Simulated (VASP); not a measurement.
# Si2Ni (Fm-3m) in VASP: a series of runs

The runs below take Si2Ni through single point, with PBE.

Program: VASP 6.6.1. These are calculated values, not measurements. Logs are shortened: lines on timing, memory, paths and dates and some standing lists are left out, and cuts for length are marked.

**1. The cell of the first run**

It takes space group Fm-3m (No. 225, cubic). The conventional cell has a = 5.406 Å, b = 5.406 Å, c = 5.406 Å, α = 90.00°, β = 90.00°, γ = 90.00°. Ni (site symmetry m-3m) has 8 Si at 2.34 Å within 3.1 Å. Si (site symmetry -43m) has 4 Ni at 2.34 Å and 6 Si at 2.70 Å within 3.1 Å.

**2. Single point, PBE, collinear spin, ferromagnetic start**

Input file INCAR:

```
SYSTEM = Si2Ni
  ALGO = Normal
  EDIFF = 1E-6
  ENCUT = 520
  GGA = PE
  ISIF = 2
  ISMEAR = 1
  ISPIN = 2
  LASPH = .True.
  LCHARG = .False.
  LMAXMIX = 4
  LORBIT = 11
  LREAL = .False.
  LWAVE = .False.
  MAGMOM = 1 0 0
  NBANDS = 20
  NELM = 150
  PREC = Accurate
  SIGMA = 0.05
```

Input file KPOINTS:

```
k-points
0
Gamma
  8 8 8
  0 0 0
```

Input file POSCAR:

```
Si2Ni
1.0
    0.0000000000      2.7030000000      2.7030000000
    2.7030000000      0.0000000000      2.7030000000
    2.7030000000      2.7030000000      0.0000000000
Ni Si
1 2
Direct
    0.0000000000      0.0000000000      0.0000000000
    0.7500000000      0.7500000000      0.7500000000
    0.2500000000      0.2500000000      0.2500000000
```

Potentials or basis: VASP PAW PBE potentials, release 64 (Ni, Si).

Launch:

```bash
cat potpaw_PBE.64/Ni/POTCAR potpaw_PBE.64/Si/POTCAR > POTCAR
mpirun -np 1 vasp_std > vasp.out
```

OUTCAR:

```text
SYSTEM = Si2Ni
   EDIFF = 1E-6
   ENCUT = 520
   GGA = PE
   ISIF = 2
   ISMEAR = 1
   ISPIN = 2
   LASPH = .True.
   LORBIT = 11
   LREAL = .False.
   NELM = 150
   PREC = Accurate

 ion  position               nearest neighbor table
   1  0.000  0.000  0.000-   2 2.34   2 2.34   3 2.34   3 2.34   2 2.34   2 2.34   3 2.34   3 2.34

   2  0.750  0.750  0.750-   1 2.34   1 2.34   1 2.34   1 2.34   3 2.70   3 2.70   3 2.70   3 2.70
                             3 2.70   3 2.70
   3  0.250  0.250  0.250-   1 2.34   1 2.34   1 2.34   1 2.34   2 2.70   2 2.70   2 2.70   2 2.70
                             2 2.70   2 2.70

  LATTYP: Found a face centered cubic cell.
 ALAT       =     5.4060000000

  Lattice vectors:

 A1 = (   0.0000000000,   2.7030000000,   2.7030000000)
 A2 = (   2.7030000000,   0.0000000000,   2.7030000000)
 A3 = (   2.7030000000,   2.7030000000,   0.0000000000)

Analysis of symmetry for initial positions (statically):
=====================================================================
 Subroutine PRICEL returns:
 Original cell was already a primitive cell.

 Routine SETGRP: Setting up the symmetry group for a
 face centered cubic supercell.

 Subroutine GETGRP returns: Found 48 space group operations
 (whereof 48 operations were pure point group operations)
 out of a pool of 48 trial point group operations.

The static configuration has the point symmetry O_h .

Analysis of symmetry for dynamics (positions and initial velocities):
=====================================================================
 Subroutine PRICEL returns:
 Original cell was already a primitive cell.

 Routine SETGRP: Setting up the symmetry group for a
 face centered cubic supercell.

 Subroutine GETGRP returns: Found 48 space group operations
 (whereof 48 operations were pure point group operations)
 out of a pool of 48 trial point group operations.

The dynamic configuration has the point symmetry O_h .

Analysis of structural, dynamic, and magnetic symmetry:
=====================================================================
 Subroutine PRICEL returns:
 Original cell was already a primitive cell.

 Routine SETGRP: Setting up the symmetry group for a
 face centered cubic supercell.

 Subroutine GETGRP returns: Found 48 space group operations
 (whereof 48 operations were pure point group operations)
 out of a pool of 48 trial point group operations.

The overall configuration has the point symmetry O_h .

[... 124 lines left out ...]
   LORBIT       =     11    0 simple, 1 ext, 2 COOP (PROOUT), +10 PAW based schemes
   GGA     = PE    functional components
   LHFCALC =     F    Hartree Fock is set to
   AEXX    =    0.0000 exact exchange contribution
   IVDW    =     0    specifies the selected vdW correction
   LEPSILON=     F    determine dielectric tensor
   LRPA    =     F    only Hartree local field effects (RPA)
 spin polarized calculation
 Methfessel and Paxton  Order N= 1 SIGMA  =   0.05
  energy-cutoff  :      520.00
  volume of cell :       39.50
 maximum number of plane-waves:      1090
   NGX = 15   NGY = 15   NGZ = 15

 number of electron      17.9999999 magnetization      -0.0035573

 number of electron      17.9999999 magnetization       0.0010750

 Free energy of the ion-electron system (eV)
  ---------------------------------------------------
  ext. energy  EPLUGINS =         0.00000000
  ---------------------------------------------------
  free energy    TOTEN  =       -17.35334104 eV

  energy without entropy =      -17.35338996  energy(sigma->0) =      -17.35335735

 E-fermi :  10.3270     XC(G=0): -11.5867

 val. band max:       10.3202196581   @ k =   0.2500   0.0000   0.0000
 cond. band min:      10.3907999907   @ k =   0.3750   0.2500   0.0000
 fundamental gap:      0.0705803326
 Fermi energy:        10.3270225523

 spin component 1

 k-point     1 :       0.0000    0.0000    0.0000
  band No.  band energies     occupation
      1      -3.3987      1.00000
      2       5.2382      1.00000
      3       5.2382      1.00000
      4       5.2382      1.00000
      5       6.9227      1.00000
      6       6.9227      1.00000
[... 541 lines left out ...]
     19      24.5091      0.00000
     20      25.1260      0.00000

 [... further k-points ...]

 spin component 2

 k-point     1 :       0.0000    0.0000    0.0000
  band No.  band energies     occupation
      1      -3.3983      1.00000
      2       5.2385      1.00000
      3       5.2385      1.00000
      4       5.2385      1.00000
      5       6.9228      1.00000
      6       6.9228      1.00000
[... 541 lines left out ...]
     19      24.5094      0.00000
     20      25.1262      0.00000

 [... further k-points ...]

------------------------ aborting loop because EDIFF is reached ----------------------------------------

  FORCE on cell =-STRESS in cart. coord.  units (eV):
  Direction    XX          YY          ZZ          XY          YZ          ZX
  --------------------------------------------------------------------------------------
  -------------------------------------------------------------------------------------
  Total        0.7327165      0.7327165      0.7327165      0.0000000     -0.0000000      0.0000000
  in kB       29.7220262     29.7220262     29.7220262      0.0000000     -0.0000000      0.0000000
  external PRESSURE =      29.7220262 kB  Pullay stress =       0.0000000 kB

 VOLUME and BASIS-vectors are now :
 -----------------------------------------------------------------------------
  energy-cutoff  :      520.00
  volume of cell :       39.50
      direct lattice vectors                 reciprocal lattice vectors
     0.000000000  2.703000000  2.703000000    -0.184979652  0.184979652  0.184979652
     2.703000000  0.000000000  2.703000000     0.184979652 -0.184979652  0.184979652
     2.703000000  2.703000000  0.000000000     0.184979652  0.184979652 -0.184979652

 POSITION                                       TOTAL-FORCE (eV/Angst)
 -----------------------------------------------------------------------------------
      0.00000      0.00000      0.00000        -0.000000     -0.000000     -0.000000
      4.05450      4.05450      4.05450         0.000000      0.000000      0.000000
      1.35150      1.35150      1.35150         0.000000     -0.000000     -0.000000
 -----------------------------------------------------------------------------------
    total drift:                               -0.000000     -0.000000      0.000000

  FREE ENERGIE OF THE ION-ELECTRON SYSTEM (eV)
  ---------------------------------------------------
  free  energy   TOTEN  =       -17.3533410417 eV

  energy  without entropy=      -17.3533899575  energy(sigma->0) =      -17.35335735

 total charge

# of ion       s       p       d       tot
------------------------------------------
    1        0.559   0.806   8.442   9.808
    2        0.738   0.847   0.000   1.584
    3        0.738   0.847   0.000   1.584
--------------------------------------------------
tot          2.034   2.500   8.442  12.977

 magnetization (x)

# of ion       s       p       d       tot
------------------------------------------
    1        0.000   0.000   0.000   0.000
    2        0.000   0.000   0.000   0.000
    3        0.000   0.000   0.000   0.000
--------------------------------------------------
tot          0.000   0.000   0.000   0.000
```

OSZICAR:

```text
N       E                     dE             d eps       ncg     rms          rms(c)
DAV:   1     0.736502746419E+02    0.73650E+02   -0.71704E+03  2328   0.892E+02
DAV:   2    -0.139614766969E+02   -0.87612E+02   -0.78178E+02  2452   0.198E+02
DAV:   3    -0.191904563043E+02   -0.52290E+01   -0.50964E+01  2788   0.501E+01
DAV:   4    -0.192746664127E+02   -0.84210E-01   -0.84032E-01  2692   0.576E+00
DAV:   5    -0.192764730144E+02   -0.18066E-02   -0.18064E-02  2744   0.921E-01    0.171E+01
DAV:   6    -0.241329993373E+02   -0.48565E+01   -0.30117E+01  2624   0.118E+02    0.246E+01
DAV:   7    -0.174875608371E+02    0.66454E+01   -0.93252E+00  2936   0.729E+01    0.357E+00
DAV:   8    -0.174078224789E+02    0.79738E-01   -0.11044E+00  3152   0.156E+01    0.284E+00
DAV:   9    -0.173585016072E+02    0.49321E-01   -0.25197E-01  2736   0.867E+00    0.862E-01
DAV:  10    -0.173532308599E+02    0.52707E-02   -0.13357E-02  3080   0.215E+00    0.348E-01
DAV:  11    -0.173532712228E+02   -0.40363E-04   -0.16907E-03  3456   0.471E-01    0.200E-01
DAV:  12    -0.173533295799E+02   -0.58357E-04   -0.16302E-04  2740   0.141E-01    0.539E-02
DAV:  13    -0.173533368574E+02   -0.72775E-05   -0.28499E-05  2704   0.913E-02    0.173E-02
DAV:  14    -0.173533407457E+02   -0.38883E-05   -0.48304E-06  2580   0.144E-02    0.852E-03
DAV:  15    -0.173533410417E+02   -0.29600E-06   -0.61501E-07  2188   0.794E-03
   1 F= -.17353341E+02 E0= -.17353357E+02  d E =0.489159E-04  mag=     0.0001
```

Wall time 85 s (1 thread of Intel Xeon 8259CL, shared host); peak memory 0.19 GiB.

Results:

```
Free energy                                           : -17.3533 eV
Pressure                                              : 3.0 GPa
Band gap on the k mesh                                : zero (filled and empty bands overlap)
Net moment                                            : 0.00 μB per cell
Valence electrons inside the program's atomic spheres : Ni 9.81; Si 1.58
```

Levels at points of the mesh, in eV from the Fermi level:
Spin up:
```csv
k point,band 7,band 8,band 9,band 10,band 11,band 12
"(0.00, 0.00, 0.00)",-0.17,1.81,1.81,1.81,2.41,2.41
"(0.50, 0.00, 0.00)",-3.22,-1.32,-1.32,1.92,1.92,1.92
"(0.50, 0.50, 0.00)",-3.49,-3.32,-3.00,-0.32,1.53,7.86
```
Spin down:
| k point | band 6 | band 7 | band 8 | band 9 | band 10 | band 11 | band 12 | band 13 |
| --- | --- | --- | --- | --- | --- | --- | --- | --- |
| (0.00, 0.00, 0.00) | -3.40 | -0.17 | 1.81 | 1.81 | 1.81 | 2.41 | 2.41 | 2.41 |
| (0.50, 0.00, 0.00) | -3.22 | -3.22 | -1.32 | -1.32 | 1.92 | 1.92 | 1.92 | 2.73 |
| (0.50, 0.50, 0.00) | -3.49 | -3.49 | -3.32 | -3.00 | -0.32 | 1.53 | 7.86 | 8.43 |

Caveat: the moments typed at the start vanished in this run.

(Continued in part 2 of 3.)

The gap in the log of VASP goes by the Fermi energy; the results here count the filled bands.